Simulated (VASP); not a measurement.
# O (P2/c) in VASP: settings compared

The runs below take O through single point, with r2SCAN, r2SCAN+rVV10.

All numbers are computed with VASP 6.6.1; they aren't measurements. Logs are shortened: lines on timing, memory, paths and dates and some standing lists are left out, and cuts for length are marked.

**1. The cell of the first run**

The typed cell holds 4 atoms: a = 4.043 Å, b = 4.026 Å, c = 2.988 Å, α = 90.00°, β = 111.60°, γ = 90.00°.

**2. Single point, r2SCAN**

File POSCAR:

```
O
1.0
    4.0422515653      0.0000000000     -0.0511313397
    0.0000000000      4.0261632083      0.0000000000
   -1.0645947909      0.0000000000      2.7914438857
O
4
Direct
    0.3398634887      0.6842025571      0.6702336616
    0.6601365113      0.6842025571      0.8297663384
    0.6601365113      0.3157974429      0.3297663384
    0.3398634887      0.3157974429      0.1702336616
```

File INCAR.step1:

```
PREC = Accurate ; ENCUT = 520
ISMEAR = -1 ; SIGMA = 0.05
LREAL = False ; LASPH = True
NELM = 80 ; NBANDS = 20
GGA = PE ; ALGO = Normal
EDIFF = 1E-4 ; LWAVE = True
LCHARG = False
```

File INCAR.step2:

```
PREC = Accurate ; ENCUT = 520
EDIFF = 1E-7 ; ISMEAR = -1
SIGMA = 0.05 ; LREAL = False
LASPH = True ; NELM = 80
ALGO = Normal ; ISIF = 2
LWAVE = False ; LCHARG = True
METAGGA = R2SCAN ; LMIXTAU = True
LELF = True ; LVHAR = True
NBANDS = 20 ; ISTART = 1
```

File KPOINTS:

```
Automatic mesh
0
Gamma
  6 4 6
```

Potentials or basis: VASP PAW PBE potentials, release 64 (O).

Launch:

```sh
$ cat potpaw_PBE.64/O/POTCAR > POTCAR
$ cp INCAR.step1 INCAR
$ mpirun -np 1 vasp_std > vasp.out
$ cp INCAR.step2 INCAR
$ mpirun -np 1 vasp_std > vasp.out
```

OUTCAR:

```text
PREC = Accurate
   ENCUT = 520
   EDIFF = 1E-7
   ISMEAR = -1
   LREAL = False
   LASPH = True
   NELM = 80
   ISIF = 2
   METAGGA = R2SCAN
   ISTART = 1

 ion  position               nearest neighbor table
   1  0.340  0.684  0.670-   2 1.20
   2  0.660  0.684  0.830-   1 1.20
   3  0.660  0.316  0.330-   4 1.20
   4  0.340  0.316  0.170-   3 1.20

  LATTYP: Found a simple monoclinic cell.
 ALAT       =     2.9875610514
 B/A-ratio  =     1.3476421533
 C/A-ratio  =     1.3531355071
 COS(beta)  =    -0.3681318586

  Lattice vectors:

 A1 = (  -1.0645947909,   0.0000000000,   2.7914438857)
 A2 = (   0.0000000000,  -4.0261632083,   0.0000000000)
 A3 = (   4.0422515653,   0.0000000000,  -0.0511313397)

Analysis of symmetry for initial positions (statically):
=====================================================================
 Subroutine PRICEL returns:
 Original cell was already a primitive cell.

 Routine SETGRP: Setting up the symmetry group for a
 simple monoclinic supercell.

 Subroutine GETGRP returns: Found  4 space group operations
 (whereof  2 operations were pure point group operations)
 out of a pool of  4 trial point group operations.

The static configuration has the point symmetry S_2 .
 The point group associated with its full space group is C_2h.

Analysis of symmetry for dynamics (positions and initial velocities):
=====================================================================
 Subroutine PRICEL returns:
 Original cell was already a primitive cell.

 Routine SETGRP: Setting up the symmetry group for a
 simple monoclinic supercell.

 Subroutine GETGRP returns: Found  4 space group operations
 (whereof  2 operations were pure point group operations)
 out of a pool of  4 trial point group operations.

The dynamic configuration has the point symmetry S_2 .
 The point group associated with its full space group is C_2h.

 Subroutine INISYM returns: Found  4 space group operations
 (whereof  2 operations are pure point group operations),
 and found     1 'primitive' translations

----------------------------------------------------------------------------------------

                                     Primitive cell

  volume of cell :      45.2109

  direct lattice vectors                    reciprocal lattice vectors
     4.042251565  0.000000000 -0.051131340     0.248586092  0.000000000  0.094805222
     0.000000000  4.026163208  0.000000000     0.000000000  0.248375426  0.000000000
    -1.064594791  0.000000000  2.791443886     0.004553393  0.000000000  0.359974106

  length of vectors
     4.042574938  4.026163208  2.987561051     0.266050888  0.248375426  0.360002904

  position of ions in fractional coordinates (direct lattice)
     0.339863489  0.684202557  0.670233662
     0.660136511  0.684202557  0.829766338
     0.660136511  0.315797443  0.329766338
     0.339863489  0.315797443  0.170233662

  ion indices of the primitive-cell ions
   primitive index   ion index
                 1           1
                 2           2
                 3           3
                 4           4

----------------------------------------------------------------------------------------

 KPOINTS: Automatic mesh

Automatic generation of k-mesh.
 Grid dimensions read from file:
 generate k-points for:    6    4    6

 Generating k-lattice:

  Cartesian coordinates                     Fractional coordinates (reciprocal lattice)
     0.041431015  0.000000000  0.015800870     0.166666667  0.000000000  0.000000000
     0.000000000  0.062093856  0.000000000     0.000000000  0.250000000  0.000000000
     0.000758899  0.000000000  0.059995684     0.000000000  0.000000000  0.166666667

  Length of vectors
     0.044341815  0.062093856  0.060000484

  Shift w.r.t. Gamma in fractional coordinates (k-lattice)
     0.000000000  0.000000000  0.000000000

 Subroutine IBZKPT returns following result:
 ===========================================

 Found     60 irreducible k-points:

 Following reciprocal coordinates:
            Coordinates               Weight
  0.000000  0.000000  0.000000      1.000000
  0.166667  0.000000 -0.000000      2.000000
  0.333333  0.000000 -0.000000      2.000000
  0.500000  0.000000  0.000000      1.000000
  0.000000  0.250000  0.000000      2.000000
  0.166667  0.250000 -0.000000      4.000000
[... 16 lines left out ...]
 -0.333333  0.250000  0.166667      4.000000
 -0.166667  0.250000  0.166667      4.000000
 [... further k-points ...]
   k-points           NKPTS =     60   k-points in BZ     NKDIM =     60   number of bands    NBANDS=     20
   number of dos      NEDOS =    301   number of ions     NIONS =      4
   total plane-waves  NPLWV =  21600
   dimension x,y,z NGX =    30 NGY =   30 NGZ =   24
   dimension x,y,z NGXF=    60 NGYF=   60 NGZF=   48
   ions per type =               4
   NGX,Y,Z   is equivalent  to a cutoff of  12.34, 12.39, 13.36 a.u.
   NGXF,Y,Z  is equivalent  to a cutoff of  24.67, 24.77, 26.71 a.u.
 SYSTEM =  unknown system
   PREC   = accura    normal or accurate (medium, high low for compatibility)
   ISTART =      1    job   : 0-new  1-cont  2-samecut
   ICHARG =      0    charge: 1-file 2-atom 10-const
   ISPIN  =      1    spin polarized calculation?
   LNONCOLLINEAR =      F non collinear calculations
   LSORBIT =      F    spin-orbit coupling
   LASPH  =      T    aspherical Exc in radial PAW
   ENCUT  =  520.0 eV  38.22 Ry    6.18 a.u.   7.52  7.49  5.55*2*pi/ulx,y,z
   NELM   =     80;   NELMIN=  2; NELMDL=  0     # of ELM steps
   EDIFF  = 0.1E-06   stopping-criterion for ELM
   LREAL  =      F    real-space projection
   EDIFFG = 0.1E-05   stopping-criterion for IOM
   NSW    =      0    number of steps for IOM
   IBRION =     -1    ionic relax: 0-MD 1-quasi-New 2-CG
   NFREE  =      0    steps in history (QN), initial steepest desc. (CG)
   ISIF   =      2    stress and relaxation
   ISYM   =      2    0-nonsym 1-usesym 2-fastsym
   POTIM  = 0.5000    time-step for ionic-motion
   TEBEG  =    0.0;   TEEND  =   0.0 temperature during run
   PSTRESS=    0.0 pullay stress
   NELECT =      24.0000    total number of electrons
   NUPDOWN=      -1.0000    fix difference up-down
   EMIN   =  10.00;   EMAX   =-10.00  energy-range for DOS
   EFERMI =   0.00;   METHOD = LEGACY
   ISMEAR =    -1;   SIGMA  =   0.05  broadening in eV -4-tet -1-fermi 0-gaus
   EFERMI_NEDOS =   21; number of points for ismear=-14 and -15
   IALGO  =     38    algorithm
   IMIX   =      4    mixing-type and parameters
     AMIX     =   0.40;   BMIX     =  1.00
     AMIX_MAG =   1.60;   BMIX_MAG =  1.00
  volume/ion in A,a.u.               =      11.30        76.27
  Fermi-wavevector in a.u.,A,eV,Ry     =   1.325554  2.504934 23.906707  1.757093
  Thomas-Fermi vector in A             =   2.455006
   LORBIT       =      0    0 simple, 1 ext, 2 COOP (PROOUT), +10 PAW based schemes
   METAGGA = R2SCAN    functional components
   LHFCALC =     F    Hartree Fock is set to
   AEXX    =    0.0000 exact exchange contribution
   IVDW    =     0    specifies the selected vdW correction
   LEPSILON=     F    determine dielectric tensor
   LRPA    =     F    only Hartree local field effects (RPA)
 non-spin polarized calculation
  energy-cutoff  :      520.00
  volume of cell :       45.21
 maximum number of plane-waves:      1235
   NGX = 15   NGY = 15   NGZ = 11

 number of electron      23.9999992 magnetization

 Free energy of the ion-electron system (eV)
  ---------------------------------------------------
  ext. energy  EPLUGINS =         0.00000000
  ---------------------------------------------------
  free energy    TOTEN  =       -23.15632007 eV

  energy without entropy =      -23.15631837  energy(sigma->0) =      -23.15631922

 E-fermi :   0.2173     XC(G=0):  -9.8479

 val. band max:       -0.2989716160   @ k =   0.0000   0.5000   0.0000
 cond. band min:       0.6895631880   @ k =   0.5000   0.5000   0.0000
 fundamental gap:      0.9885348040
 Fermi energy:         0.2173205121

 k-point     1 :       0.0000    0.0000    0.0000
  band No.  band energies     occupation
      1     -29.2593      2.00000
      2     -27.4490      2.00000
      3     -15.7355      2.00000
      4     -13.4843      2.00000
      5      -9.4699      2.00000
      6      -8.5528      2.00000
[... 12 lines left out ...]
     19      13.9527      0.00000
     20      16.8573      0.00000

 k-point     2 :       0.1667    0.0000   -0.0000
  band No.  band energies     occupation
      1     -29.2474      2.00000
      2     -27.4458      2.00000
      3     -15.9284      2.00000
      4     -13.5430      2.00000
      5      -9.2339      2.00000
      6      -8.3827      2.00000
[... 12 lines left out ...]
     19      13.9019      0.00000
     20      17.4141      0.00000

 k-point     3 :       0.3333    0.0000   -0.0000
  band No.  band energies     occupation
      1     -29.2227      2.00000
      2     -27.4397      2.00000
      3     -16.2731      2.00000
      4     -13.6558      2.00000
      5      -8.9419      2.00000
      6      -8.1978      2.00000
[... 12 lines left out ...]
     19      13.5756      0.00000
     20      18.6179      0.00000

 k-point     4 :       0.5000    0.0000    0.0000
  band No.  band energies     occupation
      1     -29.2107      2.00000
      2     -27.4364      2.00000
      3     -16.4300      2.00000
      4     -13.7099      2.00000
      5      -8.8525      2.00000
      6      -8.2273      2.00000
[... 12 lines left out ...]
     19      13.4642      0.00000
     20      18.9104      0.00000

 k-point     5 :       0.0000    0.2500    0.0000
  band No.  band energies     occupation
      1     -29.2064      2.00000
      2     -27.5172      2.00000
      3     -15.6649      2.00000
      4     -13.5875      2.00000
      5      -9.4229      2.00000
      6      -8.3359      2.00000
[... 12 lines left out ...]
     19      14.4320      0.00000
     20      16.2393      0.00000
[... 353 lines left out ...]
      6      -8.5547      2.00000
[... 12 lines left out ...]
     19      14.1860      0.00000
     20      18.0510      0.00000

 k-point    22 :       0.5000    0.2500    0.1667
  band No.  band energies     occupation
      1     -29.0363      2.00000
      2     -27.5923      2.00000
      3     -16.1001      2.00000
      4     -13.9229      2.00000
      5      -8.9186      2.00000
      6      -8.5542      2.00000
[... 12 lines left out ...]
     19      14.1868      0.00000
     20      18.0455      0.00000

 k-point    23 :      -0.3333    0.2500    0.1667
  band No.  band energies     occupation
      1     -29.0549      2.00000
      2     -27.5971      2.00000
      3     -15.8452      2.00000
      4     -13.8404      2.00000
      5      -9.0642      2.00000
      6      -8.6465      2.00000
[... 12 lines left out ...]
     19      14.4788      0.00000
     20      17.1571      0.00000

 k-point    24 :      -0.1667    0.2500    0.1667
  band No.  band energies     occupation
      1     -29.0733      2.00000
      2     -27.6019      2.00000
      3     -15.5597      2.00000
      4     -13.7522      2.00000
      5      -9.3678      2.00000
      6      -8.7469      2.00000
[... 12 lines left out ...]
     19      14.7589      0.00000
     20      16.5942      0.00000

 [... further k-points ...]
[... 5 lines left out ...]
  --------------------------------------------------------------------------------------
  -------------------------------------------------------------------------------------
  Total        3.2266972      0.1876517      0.6446876      0.0000000      0.0000000      1.1497577
  in kB      114.3471494      6.6499693     22.8463301      0.0000000      0.0000000     40.7449197
  external PRESSURE =      47.9478162 kB  Pullay stress =       0.0000000 kB

 VOLUME and BASIS-vectors are now :
 -----------------------------------------------------------------------------
  energy-cutoff  :      520.00
  volume of cell :       45.21
      direct lattice vectors                 reciprocal lattice vectors
     4.042251565  0.000000000 -0.051131340     0.248586092  0.000000000  0.094805222
     0.000000000  4.026163208  0.000000000     0.000000000  0.248375426  0.000000000
    -1.064594791  0.000000000  2.791443886     0.004553393  0.000000000  0.359974106

 POSITION                                       TOTAL-FORCE (eV/Angst)
 -----------------------------------------------------------------------------------
      0.66029      2.75471      1.85354        -1.357281     -0.008076     -0.517930
      1.78507      2.75471      2.28249         1.357281     -0.008076      0.517930
      2.31737      1.27145      0.88677         1.357281      0.008076      0.517930
      1.19258      1.27145      0.45782        -1.357281      0.008076     -0.517930
 -----------------------------------------------------------------------------------
    total drift:                                0.000000     -0.000000     -0.000000

  FREE ENERGIE OF THE ION-ELECTRON SYSTEM (eV)
  ---------------------------------------------------
  free  energy   TOTEN  =       -23.1563200666 eV

  energy  without entropy=      -23.1563183677  energy(sigma->0) =      -23.15631922
```

Run time: 2.2 min. Hardware: 1 thread of Intel Xeon 8259CL, shared host; peak memory 0.18 GiB.

What came out:

| Quantity | Value |
| --- | --- |
| Free energy | -23.1563 eV |
| Pressure | 4.8 GPa |
| Largest force | 1.453 eV/Å |
| Band gap on the k mesh | 0.99 eV (least direct gap 1.03 eV) |

Forces in eV/Å, atoms in the order of the input:
```
O   -1.357 -0.008 -0.518
O    1.357 -0.008  0.518
O    1.357  0.008  0.518
O   -1.357  0.008 -0.518
```

Levels at points of the mesh, in eV from the valence-band top:
| k point | band 8 | band 9 | band 10 | band 11 | band 12 | band 13 | band 14 | band 15 | band 16 | band 17 |
| --- | --- | --- | --- | --- | --- | --- | --- | --- | --- | --- |
| (0.00, 0.00, 0.00) | -6.80 | -4.88 | -4.81 | -0.59 | -0.51 | 1.98 | 2.03 | 9.75 | 12.16 | 12.56 |
| (0.50, 0.00, 0.00) | -6.31 | -4.96 | -4.90 | -1.10 | -0.15 | 2.02 | 2.21 | 7.73 | 10.80 | 11.55 |
| (0.00, 0.50, 0.00) | -7.14 | -5.34 | -5.11 | -0.37 | 0.00 | 1.30 | 1.83 | 10.79 | 12.20 | 12.60 |
| (0.50, 0.50, 0.00) | -6.69 | -5.37 | -5.20 | -0.18 | -0.04 | 0.99 | 2.06 | 8.64 | 10.03 | 12.80 |
| (0.00, 0.00, 0.50) | -7.03 | -5.22 | -5.22 | -1.00 | -1.00 | 1.79 | 1.79 | 10.72 | 10.72 | 13.89 |
| (0.50, 0.00, 0.50) | -7.03 | -5.22 | -5.22 | -1.01 | -1.01 | 1.78 | 1.78 | 10.71 | 10.71 | 13.90 |
| (0.00, 0.50, 0.50) | -7.08 | -4.56 | -4.56 | -1.50 | -1.50 | 2.38 | 2.38 | 10.84 | 10.84 | 13.91 |
| (0.50, 0.50, 0.50) | -7.07 | -4.55 | -4.55 | -1.51 | -1.51 | 2.38 | 2.38 | 10.83 | 10.83 | 13.91 |

Caveat: the standard files for N, O and F lose accuracy on very short bonds; spin is off for a triplet molecule; the stress differs along the axes, from 1 to 11 GPa; the PAW data sets were made with another functional, which shifts forces and pressure a little. A k mesh can miss the band edges.

(Part 1 of 3 ends here.)
